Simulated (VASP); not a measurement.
**Zn12SeS11 (a cell with a defect): electric field gradients with PBE**

Zn12SeS11 (a cell with a defect):

```
CELL_PARAMETERS angstrom
5.73405 3.31056 0.00000
-5.73405 3.31056 0.00000
0.00000 0.00000 12.52000
ATOMIC_POSITIONS crystal
Zn 0.00000 0.00000 0.00000
Zn 0.33333 0.66667 0.00000
Zn 0.66667 0.33333 0.00000
Zn 0.00000 0.00000 0.50000
Zn 0.33333 0.66667 0.50000
Zn 0.66667 0.33333 0.50000
Zn 0.33333 0.33333 0.25000
Zn 0.66667 0.00000 0.25000
Zn 0.00000 0.66667 0.25000
Zn 0.33333 0.00000 0.75000
Zn 0.66667 0.66667 0.75000
Zn 0.00000 0.33333 0.75000
S 0.00000 0.00000 0.18750
S 0.33333 0.66667 0.18750
S 0.66667 0.33333 0.18750
S 0.00000 0.00000 0.68750
S 0.33333 0.66667 0.68750
S 0.66667 0.33333 0.68750
S 0.66667 0.00000 0.43750
S 0.00000 0.66667 0.43750
S 0.33333 0.00000 0.93750
S 0.66667 0.66667 0.93750
S 0.00000 0.33333 0.93750
Se 0.33333 0.33333 0.43750
```

```
Program                : VASP 6.6.1
Task                   : electric field gradients
Functional             : PBE
Potentials or basis    : VASP PAW PBE potentials, release 64 (Zn, S, Se)
Cutoff                 : 520 eV
k mesh                 : 3 × 3 × 2
Occupations            : fermi-dirac, width 0.01 eV
Spin                   : no spin polarisation
Dipole correction      : no
Further INCAR settings : LREAL = Auto; ALGO = Normal; EDIFF = 1e-08; NBANDS = 126
```

The pressure is 2.6 GPa and the largest force is 0.808 eV/Å. The band gap on the k mesh is 2.11 eV and the largest electric field gradient by atom is Zn +2.1, +2.0, -13.0, -12.0, +0.4, -0.3 (each value once); S -1.3, +0.9, +3.9, +2.1 (each value once); Se +5.1 V/Å².

Forces on the atoms (eV/Å):
```
Zn   0.000 -0.003  0.024
Zn  -0.002  0.001  0.024
Zn   0.002  0.001  0.024
Zn   0.000 -0.754  0.291
Zn  -0.653  0.377  0.291
Zn   0.653  0.377  0.291
Zn   0.000  0.000 -0.773
Zn   0.000  0.000  0.004
Zn   0.000  0.000  0.004
Zn   0.005 -0.003  0.016
Zn   0.000  0.006  0.016
Zn  -0.005 -0.003  0.016
S    0.000 -0.020 -0.088
S   -0.018  0.010 -0.088
S    0.018  0.010 -0.088
S    0.000 -0.034 -0.015
S   -0.029  0.017 -0.015
S    0.029  0.017 -0.015
S    0.000  0.000  0.024
S    0.000  0.000  0.024
S   -0.004  0.002  0.011
S    0.000 -0.004  0.011
S    0.004  0.002  0.011
Se   0.000  0.000 -0.002
```

Stress tensor (GPa, compression positive):
```
2.63 0.00 0.00
0.00 2.63 0.00
0.00 0.00 2.48
```

Levels at points of the mesh, in eV from the valence-band top:
```
           k point  band 104  band 105  band 106  band 107  band 108  band 109  band 110  band 111  band 112  band 113
(0.00, 0.00, 0.00)     -0.45     -0.45     -0.05      0.00      0.00      2.11      3.14      3.36      3.59      4.44
(0.00, 0.00, 0.50)     -0.76     -0.19     -0.19     -0.11     -0.11      2.96      2.98      3.26      3.28      4.31
```

Electric field gradients, principal values (V/Å²):
```csv
atom,least,middle,greatest (by size)
1 Zn,-0.962,-1.088,2.051
2 Zn,-0.966,-1.077,2.043
3 Zn,-0.966,-1.077,2.043
4 Zn,5.140,7.832,-12.971
5 Zn,5.136,7.826,-12.961
6 Zn,5.136,7.826,-12.961
7 Zn,5.994,5.999,-11.993
8 Zn,-0.188,-0.195,0.383
9 Zn,-0.188,-0.195,0.383
10 Zn,0.058,0.255,-0.313
11 Zn,0.058,0.251,-0.309
12 Zn,0.058,0.255,-0.313
13 S,0.075,1.196,-1.271
14 S,0.076,1.196,-1.272
15 S,0.076,1.196,-1.272
16 S,-0.204,-0.739,0.944
17 S,-0.204,-0.740,0.944
18 S,-0.204,-0.740,0.944
19 S,-1.971,-1.972,3.943
20 S,-1.971,-1.972,3.943
21 S,-0.949,-1.149,2.098
22 S,-0.950,-1.149,2.099
23 S,-0.949,-1.149,2.098
24 Se,-2.556,-2.557,5.113
```

Wall time 26 min on 1 thread of Intel(R) Xeon(R) Platinum 8375C CPU @ 2.90GHz (Ice Lake), with other jobs on the host, peak memory 0.67 GiB.

Caveat: without QUAD_EFG the Cq values of the log hold for a quadrupole moment of 1 mb, not for the nuclei.
